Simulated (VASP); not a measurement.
Input of a VASP 6.6.1 run:

INCAR

```
ALGO = Normal
EDIFF = 1E-6
ENCUT = 500
GGA_COMPAT = False
ISIF = 2
ISMEAR = -1
LASPH = True
LCHARG = False
LREAL = False
LWAVE = False
NBANDS = 16
NELM = 120
PREC = Accurate
SIGMA = 0.1
```

KPOINTS

```
k-points
0
Gamma
  14 14 14
```

The input POSCAR:

```
GaP
1.0
    0.0000000000      2.2634451540      2.2634451540
    2.2634451540      0.0000000000      2.2634451540
    2.2634451540      2.2634451540      0.0000000000
Ga P
1 1
Direct
    0.0000000000      0.0000000000      0.0000000000
    0.5000000000      0.5000000000      0.5000000000
```

Potentials or basis: VASP PAW LDA potentials, release 64 (Ga_d, P).

Launch:

```console
$ cat potpaw_LDA.64/Ga_d/POTCAR potpaw_LDA.64/P/POTCAR > POTCAR
$ mpirun -np 1 vasp_std > vasp.out
```

Question: Predict the pressure.

Answer: 71.8 GPa.

Question: Estimate the band gap on the k mesh.

Answer: Zero (bands 9 and 10 overlap by 3.49 eV).

Caveat: the cell stands under pressure.
